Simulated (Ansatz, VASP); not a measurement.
# Two plane-wave programs on Mg2Zn3O

```
CELL_PARAMETERS angstrom
4.08666 0.00000 0.00000
0.00000 4.08666 0.00000
0.00000 0.00000 6.39611
ATOMIC_POSITIONS crystal
Mg 0.50000 0.00000 0.34285
Mg 0.00000 0.50000 0.34285
Zn 0.50000 0.00000 0.87000
Zn 0.00000 0.50000 0.87000
Zn 0.00000 0.00000 0.64914
O 0.50000 0.50000 0.31040
```

Alike in both runs: functional PBE; k mesh 4 × 4 × 3; occupations gaussian, width 0.2 eV; no spin polarisation.

Ansatz relaxed the structure, and its values are those at the end. VASP's run is a single point on that final structure, the one shown.

|  | VASP | Ansatz |
| --- | --- | --- |
| version | VASP 6.6.1 | Ansatz 0.2.0 |
| potentials or method | VASP PAW PBE potentials, release 64 (Mg, Zn, O), cutoff 600 eV | scalar-relativistic, plane waves, PAW |
| valence electrons in the cell | 46 | 62 |

Ansatz gave:

```
gap on the k mesh at the Fermi level (eV) : none
pressure (GPa)                            : -0.1
rms of the force components (eV/Å)        : 0.011
```

Task: What did VASP give for the same quantities?

Result: gap on the k mesh at the Fermi level (eV): none; pressure (GPa): -0.2; rms of the force components (eV/Å): 0.014.

A gap of «none» marks a metal or a gap that the smearing closes. VASP's potentials hold 46 valence electrons a cell and Ansatz's 62, so a difference there can come from the potentials and not from the codes.

The k mesh is coarse, so the values compare programs but aren't converged.
